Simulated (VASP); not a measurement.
# Sc (P6_3/mmc) in VASP: relaxation of cell and atoms with PBE

Aim: the relaxation of cell and atoms of Sc with PBE.

All numbers are computed with VASP 6.6.1; they aren't measurements. Logs are shortened: lines on timing, memory, paths and dates and some standing lists are left out, and cuts for length are marked.

### 1 The cell of the first run

Symmetry: P6_3/mmc, No. 194, hexagonal system. Conventional cell: a = 3.084 Å, b = 3.084 Å, c = 4.997 Å, α = 90.00°, β = 90.00°, γ = 120.00°. Sc (site symmetry -6m2) has 12 Sc at 3.07 to 3.08 Å within 4.0 Å.

### 2 Relaxation of cell and atoms, PBE

INCAR reads:

```
SYSTEM = Sc
PREC = Accurate
ENCUT = 600
EDIFF = 1E-7
ISMEAR = -1
SIGMA = 0.05
LREAL = .False.
LASPH = .True.
NELM = 60
ALGO = Normal
ISIF = 3
LWAVE = .False.
LCHARG = .False.
GGA = PE
IBRION = 2
NSW = 100
EDIFFG = -0.005
```

KPOINTS reads:

```
Automatic mesh
0
Gamma
  15 15 8
  0 0 0
```

POSCAR reads:

```
Sc
1.0
    3.0842924831      0.0000000000      0.0000000000
   -1.5421462416      2.6710756431      0.0000000000
    0.0000000000      0.0000000000      4.9965538226
Sc
2
Direct
    0.3333333333      0.6666666667      0.2500000000
    0.6666666667      0.3333333333      0.7500000000
```

Potentials or basis: VASP PAW PBE potentials, release 64 (Sc_sv).

Run with:

```bash
$ cat potpaw_PBE.64/Sc_sv/POTCAR > POTCAR
$ mpirun -np 1 vasp_std > vasp.out
```

OUTCAR:

```text
SYSTEM = Sc
   PREC = Accurate
   ENCUT = 600
   EDIFF = 1E-7
   ISMEAR = -1
   LREAL = .False.
   LASPH = .True.
   NELM = 60
   ISIF = 3
   GGA = PE
   IBRION = 2
   NSW = 100
   EDIFFG = -0.005

 ion  position               nearest neighbor table
   1  0.333  0.667  0.250-   2 3.07   2 3.07   2 3.07   2 3.07   2 3.07   2 3.07
   2  0.667  0.333  0.750-   1 3.07   1 3.07   1 3.07   1 3.07   1 3.07   1 3.07

  LATTYP: Found a hexagonal cell.
 ALAT       =     3.0842924831
 C/A-ratio  =     1.6200000000

  Lattice vectors:

 A1 = (   3.0842924831,   0.0000000000,   0.0000000000)
 A2 = (  -1.5421462416,   2.6710756431,   0.0000000000)
 A3 = (   0.0000000000,   0.0000000000,   4.9965538226)

Analysis of symmetry for initial positions (statically):
=====================================================================
 Subroutine PRICEL returns:
 Original cell was already a primitive cell.

 Routine SETGRP: Setting up the symmetry group for a
 hexagonal supercell.

 Subroutine GETGRP returns: Found 24 space group operations
 (whereof 12 operations were pure point group operations)
 out of a pool of 24 trial point group operations.

The static configuration has the point symmetry D_3d.
 The point group associated with its full space group is D_6h.

Analysis of symmetry for dynamics (positions and initial velocities):
=====================================================================
 Subroutine PRICEL returns:
 Original cell was already a primitive cell.

 Routine SETGRP: Setting up the symmetry group for a
 hexagonal supercell.

 Subroutine GETGRP returns: Found 24 space group operations
 (whereof 12 operations were pure point group operations)
 out of a pool of 24 trial point group operations.

The dynamic configuration has the point symmetry D_3d.
 The point group associated with its full space group is D_6h.

 Subroutine INISYM returns: Found 24 space group operations
 (whereof 12 operations are pure point group operations),
 and found     1 'primitive' translations

----------------------------------------------------------------------------------------

                                     Primitive cell

  volume of cell :      41.1635

  direct lattice vectors                    reciprocal lattice vectors
     3.084292483  0.000000000  0.000000000     0.324223466  0.187190506  0.000000000
    -1.542146242  2.671075643  0.000000000     0.000000000  0.374381011  0.000000000
     0.000000000  0.000000000  4.996553823     0.000000000  0.000000000  0.200137942

  length of vectors
     3.084292483  3.084292483  4.996553823     0.374381011  0.374381011  0.200137942

  position of ions in fractional coordinates (direct lattice)
[... 36 lines left out ...]
  0.000000  0.000000  0.000000      1.000000
  0.066667  0.000000  0.000000      6.000000
  0.133333 -0.000000  0.000000      6.000000
  0.200000 -0.000000  0.000000      6.000000
  0.266667 -0.000000  0.000000      6.000000
  0.333333  0.000000  0.000000      6.000000
[... 16 lines left out ...]
  0.333333  0.200000  0.000000     12.000000
  0.400000  0.200000  0.000000      6.000000
 [... further k-points ...]
   k-points           NKPTS =    135   k-points in BZ     NKDIM =    135   number of bands    NBANDS=     15
   number of dos      NEDOS =    301   number of ions     NIONS =      2
   total plane-waves  NPLWV =  31360
   dimension x,y,z NGX =    28 NGY =   28 NGZ =   40
   dimension x,y,z NGXF=    56 NGYF=   56 NGZF=   80
   ions per type =               2
   NGX,Y,Z   is equivalent  to a cutoff of  15.09, 15.09, 13.31 a.u.
   NGXF,Y,Z  is equivalent  to a cutoff of  30.18, 30.18, 26.62 a.u.
 SYSTEM =  Sc
   PREC   = accura    normal or accurate (medium, high low for compatibility)
   ISTART =      0    job   : 0-new  1-cont  2-samecut
   ICHARG =      2    charge: 1-file 2-atom 10-const
   ISPIN  =      1    spin polarized calculation?
   LNONCOLLINEAR =      F non collinear calculations
   LSORBIT =      F    spin-orbit coupling
   LASPH  =      T    aspherical Exc in radial PAW
   ENCUT  =  600.0 eV  44.10 Ry    6.64 a.u.   6.16  6.16  9.98*2*pi/ulx,y,z
   NELM   =     60;   NELMIN=  2; NELMDL= -5     # of ELM steps
   EDIFF  = 0.1E-06   stopping-criterion for ELM
   LREAL  =      F    real-space projection
   EDIFFG = -.5E-02   stopping-criterion for IOM
   NSW    =    100    number of steps for IOM
   IBRION =      2    ionic relax: 0-MD 1-quasi-New 2-CG
   NFREE  =      1    steps in history (QN), initial steepest desc. (CG)
   ISIF   =      3    stress and relaxation
   ISYM   =      2    0-nonsym 1-usesym 2-fastsym
   POTIM  = 0.5000    time-step for ionic-motion
   TEBEG  =    0.0;   TEEND  =   0.0 temperature during run
   PSTRESS=    0.0 pullay stress
   NELECT =      22.0000    total number of electrons
   NUPDOWN=      -1.0000    fix difference up-down
   EMIN   =  10.00;   EMAX   =-10.00  energy-range for DOS
   EFERMI =   0.00;   METHOD = LEGACY
   ISMEAR =    -1;   SIGMA  =   0.05  broadening in eV -4-tet -1-fermi 0-gaus
   EFERMI_NEDOS =   21; number of points for ismear=-14 and -15
   IALGO  =     38    algorithm
   IMIX   =      4    mixing-type and parameters
     AMIX     =   0.40;   BMIX     =  1.00
     AMIX_MAG =   1.60;   BMIX_MAG =  1.00
  volume/ion in A,a.u.               =      20.58       138.89
  Fermi-wavevector in a.u.,A,eV,Ry     =   1.328551  2.510598 24.014939  1.765048
  Thomas-Fermi vector in A             =   2.457780
   LORBIT       =      0    0 simple, 1 ext, 2 COOP (PROOUT), +10 PAW based schemes
   GGA     = PE    functional components
   LHFCALC =     F    Hartree Fock is set to
   AEXX    =    0.0000 exact exchange contribution
   IVDW    =     0    specifies the selected vdW correction
   LEPSILON=     F    determine dielectric tensor
   LRPA    =     F    only Hartree local field effects (RPA)
 conjugate gradient relaxation of ions
 non-spin polarized calculation
  energy-cutoff  :      600.00
  volume of cell :       41.16
 maximum number of plane-waves:      1398
 NGX is ok and might be reduce to    28
   NGX = 13   NGY = 13   NGZ = 19

--------------------------------------- Ionic step        1  -------------------------------------------

 number of electron      22.0000005 magnetization

 Free energy of the ion-electron system (eV)
  ---------------------------------------------------
  ext. energy  EPLUGINS =         0.00000000
  ---------------------------------------------------
  free energy    TOTEN  =       -12.19790219 eV

  energy without entropy =      -12.16737399  energy(sigma->0) =      -12.18263809

 E-fermi :   4.8266     XC(G=0): -10.6268

 val. band max:        4.8240568959   @ k =   0.2000   0.2000   0.2500
 cond. band min:       4.8305128559   @ k =   0.4667  -0.0000   0.3750
 fundamental gap:      0.0064559600
 Fermi energy:         4.8265563617
[... 1160 lines left out ...]
--------------------------------------- Ionic step        9  -------------------------------------------

 number of electron      21.9999995 magnetization

 Free energy of the ion-electron system (eV)
  ---------------------------------------------------
  ext. energy  EPLUGINS =         0.00000000
  ---------------------------------------------------
  free energy    TOTEN  =       -12.51328460 eV

  energy without entropy =      -12.47942607  energy(sigma->0) =      -12.49635534

 E-fermi :   3.6748     XC(G=0):  -9.8743

 val. band max:        3.6676213879   @ k =   0.2667   0.2000   0.3750
 cond. band min:       3.6756044343   @ k =   0.4000   0.2000   0.3750
 fundamental gap:      0.0079830464
 Fermi energy:         3.6748064202
[... 461 lines left out ...]
  FREE ENERGIE OF THE ION-ELECTRON SYSTEM (eV)
  ---------------------------------------------------
  free  energy   TOTEN  =       -12.5132846009 eV

  energy  without entropy=      -12.4794260722  energy(sigma->0) =      -12.49635534

 reached required accuracy - stopping structural energy minimisation
```

It took 7.8 min on 1 thread of Intel Xeon Platinum 8259CL at 2.50GHz (Skylake/Cascade Lake), shared host; peak memory 0.25 GiB.

What came out:

```yaml
Free_energy: -12.5133 eV
Relaxed_volume: 24.66 Å³/atom
Relaxed_cell: a = 3.320 Å, b = 3.320 Å, c = 5.168 Å, α = 90.00°, β = 90.00°, γ = 120.00°
Space_group_after_relaxing_to_0.1_Å: P6_3/mmc (No. 194)
Energy_gained_by_relaxing: 157.7 meV/atom
Ionic_steps: 9
Pressure_after_relaxing: 0.0 GPa
Band_gap_on_the_k_mesh: zero (bands 11 and 12 overlap by 1.48 eV)
```

Step by step:
```
step  energy change (eV)  largest force (eV/Å)  pressure (GPa)  volume (Å³)
   1              0.0000                0.0000           13.34        41.16
   2             -0.2877                0.0000           -2.80        52.23
   3             -0.3123                0.0000           -0.05        49.42
   4             -0.3123                0.0000           -0.24        49.59
   5             -0.3147                0.0000           -0.19        49.52
   6             -0.3153                0.0000           -0.14        49.46
   7             -0.3153                0.0000           -0.14        49.46
   8             -0.3154                0.0000            0.05        49.28
   9             -0.3154                0.0000            0.00        49.33
```

Final structure:
```cif
data_structure
_symmetry_space_group_name_H-M 'P 1'
_symmetry_Int_Tables_number 1
_cell_length_a 3.3198
_cell_length_b 3.3198
_cell_length_c 5.1682
_cell_angle_alpha 90.000
_cell_angle_beta 90.000
_cell_angle_gamma 120.000
_cell_volume 49.33
loop_
_atom_site_label
_atom_site_type_symbol
_atom_site_fract_x
_atom_site_fract_y
_atom_site_fract_z
_atom_site_occupancy
Sc1 Sc 0.33333 0.66667 0.25000 1
Sc2 Sc 0.66667 0.33333 0.75000 1
```

Caveat: the volume moved by over 15 % at a fixed basis, so the end points are rough.
